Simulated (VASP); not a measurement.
# Fe (R-3m) in VASP: single point with PBEsol

Aim: the single point of Fe with PBEsol.

All numbers are computed with VASP 6.6.1; they aren't measurements. Logs are shortened: lines on timing, memory, paths and dates and some standing lists are left out, and cuts for length are marked.

### 1 The cell of the first run

Symmetry: R-3m, No. 166, trigonal system. Conventional cell: a = 2.414 Å, b = 2.414 Å, c = 5.874 Å, α = 90.00°, β = 90.00°, γ = 120.00°. Fe (site symmetry -3m) has 12 Fe at 2.40 to 2.41 Å within 3.2 Å.

This isn't the form of Fe at room conditions, which is bcc.

### 2 Single point, PBEsol, collinear spin, ferromagnetic start

The input, INCAR:

```
SYSTEM = Fe
ALGO = Normal ; EDIFF = 1E-6
ENCUT = 690 ; GGA = PS
GGA_COMPAT = .False. ; ISIF = 2
ISMEAR = 0 ; ISPIN = 2
LASPH = .True. ; LCHARG = .False.
LMAXMIX = 4 ; LORBIT = 11
LREAL = .False. ; LWAVE = .False.
MAGMOM = 1.37 1.37 ; NBANDS = 27
NELM = 200 ; PREC = Accurate
SIGMA = 0.1
```

The input, KPOINTS:

```
k-points
0
Gamma
  6 6 6
  0 0 0
```

The input, POSCAR:

```
Fe
1.0
    1.2071091843      0.6969248125      3.9158452698
   -1.2071091843      0.6969248125      3.9158452698
    0.0000000000     -1.3938496250      3.9158452698
Fe
2
Direct
    0.2499777596      0.2499777596      0.2499777596
    0.7500222404      0.7500222404      0.7500222404
```

Potentials or basis: VASP PAW PBE potentials, release 64 (Fe_sv).

Run with:

```sh
> cat potpaw_PBE.64/Fe_sv/POTCAR > POTCAR
> mpirun -np 1 vasp_std > vasp.out
```

OUTCAR:

```text
SYSTEM = Fe
   EDIFF = 1E-6
   ENCUT = 690
   GGA = PS
   ISIF = 2
   ISMEAR = 0
   ISPIN = 2
   LASPH = .True.
   LORBIT = 11
   LREAL = .False.
   NELM = 200
   PREC = Accurate

 ion  position               nearest neighbor table
   1  0.250  0.250  0.250-   2 2.40   2 2.40   2 2.40   2 2.40   2 2.40   2 2.40
   2  0.750  0.750  0.750-   1 2.40   1 2.40   1 2.40   1 2.40   1 2.40   1 2.40

  LATTYP: Found a trigonal (rhomboedric) cell.
 ALAT       =     4.1565202940
 COS(alpha) =     0.8313201160

  Lattice vectors:

 A1 = (   1.2071091843,   0.6969248125,   3.9158452698)
 A2 = (  -1.2071091843,   0.6969248125,   3.9158452698)
 A3 = (   0.0000000000,  -1.3938496250,   3.9158452698)

Analysis of symmetry for initial positions (statically):
=====================================================================
 Subroutine PRICEL returns:
 Original cell was already a primitive cell.

 Routine SETGRP: Setting up the symmetry group for a
 trigonal (rhombohedral) supercell.

 Subroutine GETGRP returns: Found 12 space group operations
 (whereof 12 operations were pure point group operations)
 out of a pool of 12 trial point group operations.

The static configuration has the point symmetry D_3d.

Analysis of symmetry for dynamics (positions and initial velocities):
=====================================================================
 Subroutine PRICEL returns:
 Original cell was already a primitive cell.

 Routine SETGRP: Setting up the symmetry group for a
 trigonal (rhombohedral) supercell.

 Subroutine GETGRP returns: Found 12 space group operations
 (whereof 12 operations were pure point group operations)
 out of a pool of 12 trial point group operations.

The dynamic configuration has the point symmetry D_3d.

Analysis of structural, dynamic, and magnetic symmetry:
=====================================================================
 Subroutine PRICEL returns:
 Original cell was already a primitive cell.

 Routine SETGRP: Setting up the symmetry group for a
 trigonal (rhombohedral) supercell.

 Subroutine GETGRP returns: Found 12 space group operations
 (whereof 12 operations were pure point group operations)
 out of a pool of 12 trial point group operations.

The overall configuration has the point symmetry D_3d.

 Subroutine INISYM returns: Found 12 space group operations
 (whereof 12 operations are pure point group operations),
 and found     1 'primitive' translations

----------------------------------------------------------------------------------------

                                     Primitive cell
[... 114 lines left out ...]
  Thomas-Fermi vector in A             =   2.956411
   LORBIT       =     11    0 simple, 1 ext, 2 COOP (PROOUT), +10 PAW based schemes
   GGA     = PS    functional components
   LHFCALC =     F    Hartree Fock is set to
   AEXX    =    0.0000 exact exchange contribution
   IVDW    =     0    specifies the selected vdW correction
   LEPSILON=     F    determine dielectric tensor
   LRPA    =     F    only Hartree local field effects (RPA)
 spin polarized calculation
 Gauss-broadening in eV      SIGMA  =   0.10
  energy-cutoff  :      690.00
  volume of cell :       19.77
 maximum number of plane-waves:       827
   NGX = 17   NGY = 17   NGZ = 17

 number of electron      32.0000005 magnetization       0.0012486

 Free energy of the ion-electron system (eV)
  ---------------------------------------------------
  ext. energy  EPLUGINS =         0.00000000
  ---------------------------------------------------
  free energy    TOTEN  =       -17.93511849 eV

  energy without entropy =      -17.92353973  energy(sigma->0) =      -17.92932911

 E-fermi :  14.3502     XC(G=0): -14.8369

 val. band max:       14.3167122343   @ k =   0.1667   0.0000   0.0000
 cond. band min:      14.3775347748   @ k =  -0.3333   0.3333   0.1667
 fundamental gap:      0.0608225404
 Fermi energy:        14.3502162569

 spin component 1

 k-point     1 :       0.0000    0.0000    0.0000
  band No.  band energies     occupation
      1     -72.7157      1.00000
      2     -72.5749      1.00000
      3     -39.1703      1.00000
      4     -38.5998      1.00000
      5     -38.5998      1.00000
      6     -38.5057      1.00000
[... 709 lines left out ...]
     26      37.0679      0.00000
     27      37.7823      0.00000

 [... further k-points ...]

 spin component 2

 k-point     1 :       0.0000    0.0000    0.0000
  band No.  band energies     occupation
      1     -72.7149      1.00000
      2     -72.5741      1.00000
      3     -39.1698      1.00000
      4     -38.5989      1.00000
      5     -38.5989      1.00000
      6     -38.5049      1.00000
[... 709 lines left out ...]
     26      37.0682      0.00000
     27      37.7824      0.00000

 [... further k-points ...]

------------------------ aborting loop because EDIFF is reached ----------------------------------------

  FORCE on cell =-STRESS in cart. coord.  units (eV):
  Direction    XX          YY          ZZ          XY          YZ          ZX
  --------------------------------------------------------------------------------------
  -------------------------------------------------------------------------------------
  Total       -0.2135346     -0.2135346     -0.2208268     -0.0000000     -0.0000000      0.0000000
  in kB      -17.3089066    -17.3089066    -17.9000067     -0.0000000     -0.0000000      0.0000000
  external PRESSURE =     -17.5059400 kB  Pullay stress =       0.0000000 kB

 VOLUME and BASIS-vectors are now :
 -----------------------------------------------------------------------------
  energy-cutoff  :      690.00
  volume of cell :       19.77
      direct lattice vectors                 reciprocal lattice vectors
     1.207109184  0.696924813  3.915845270     0.414212738  0.239145836  0.085124235
    -1.207109184  0.696924813  3.915845270    -0.414212738  0.239145836  0.085124235
     0.000000000 -1.393849625  3.915845270     0.000000000 -0.478291671  0.085124235

 POSITION                                       TOTAL-FORCE (eV/Angst)
 -----------------------------------------------------------------------------------
      0.00000      0.00000      2.93662         0.000000     -0.000000      0.004549
      0.00000      0.00000      8.81091         0.000000      0.000000     -0.004549
 -----------------------------------------------------------------------------------
    total drift:                                0.000000     -0.000000      0.000000

  FREE ENERGIE OF THE ION-ELECTRON SYSTEM (eV)
  ---------------------------------------------------
  free  energy   TOTEN  =       -17.9351184871 eV

  energy  without entropy=      -17.9235397256  energy(sigma->0) =      -17.92932911

 total charge

# of ion       s       p       d       tot
------------------------------------------
    1        2.215   6.062   5.540  13.818
    2        2.215   6.062   5.540  13.818
--------------------------------------------------
tot          4.430  12.124  11.081  27.635

 magnetization (x)

# of ion       s       p       d       tot
------------------------------------------
    1        0.000  -0.000   0.001   0.001
    2        0.000  -0.000   0.001   0.001
--------------------------------------------------
tot          0.000  -0.000   0.001   0.001
```

OSZICAR:

```text
N       E                     dE             d eps       ncg     rms          rms(c)
DAV:   1     0.734283343867E+03    0.73428E+03   -0.21962E+04  3488   0.242E+03
DAV:   2     0.290843546299E+02   -0.70520E+03   -0.67552E+03  3462   0.739E+02
[... 48 lines left out ...]
DAV:  51    -0.179351180279E+02   -0.27023E-05   -0.15552E-06  1811   0.217E-02    0.232E-02
DAV:  52    -0.179351166618E+02    0.13661E-05   -0.56242E-07  1767   0.169E-02    0.221E-02
DAV:  53    -0.179351126220E+02    0.40398E-05   -0.14569E-06  2275   0.205E-02    0.173E-02
DAV:  54    -0.179351114938E+02    0.11282E-05   -0.50892E-07  1776   0.862E-03    0.167E-02
DAV:  55    -0.179351150870E+02   -0.35932E-05   -0.74916E-07  1783   0.152E-02    0.129E-02
DAV:  56    -0.179351177187E+02   -0.26317E-05   -0.16735E-06  2168   0.184E-02    0.101E-02
DAV:  57    -0.179351184871E+02   -0.76835E-06   -0.11202E-06  2025   0.130E-02
   1 F= -.17935118E+02 E0= -.17929329E+02  d E =-.115788E-01  mag=     0.0005
```

stdout:

```text
POSCAR found type information on POSCAR Fe
 POSCAR found :  1 types and       2 ions
 scaLAPACK will be used
 -----------------------------------------------------------------------------
|                                                                             |
|                                                                             |
|     You enforced a specific xc type in the INCAR file but a different       |
|     I HOPE YOU KNOW WHAT YOU ARE DOING!                                     |
|                                                                             |
 -----------------------------------------------------------------------------

 LDA part: xc-table for (Slater+PW92), standard interpolation
 POSCAR, INCAR and KPOINTS ok, starting setup
 FFT: planning ... GRIDC
 FFT: planning ... GRID_SOFT
 FFT: planning ... GRID
 WAVECAR not read
 entering main loop
```

It took 5.5 min on 1 thread of Intel Xeon Platinum 8259CL at 2.50GHz (Skylake/Cascade Lake), shared host; peak memory 0.26 GiB.

What came out:

| Item | Value |
| --- | --- |
| Free energy | -17.9351 eV |
| Pressure | -1.8 GPa |
| Largest force | 0.005 eV/Å |
| Band gap on the k mesh | zero (filled and empty bands overlap) |
| Net moment | 0.00 μB per cell |
| Valence electrons inside the program's atomic spheres | Fe 13.82 |

Forces in eV/Å, atoms in the order of the input:
```
Fe   0.000  0.000  0.005
Fe   0.000  0.000 -0.005
```

Caveat: the k points lie up to 0.51 Å⁻¹ apart, too coarse for converged energies and pressures of a metal; the moments typed at the start vanished in this run; the PAW data sets were made with another functional, which shifts forces and pressure a little.

The gap in the log of VASP goes by the Fermi energy; the results here count the filled bands.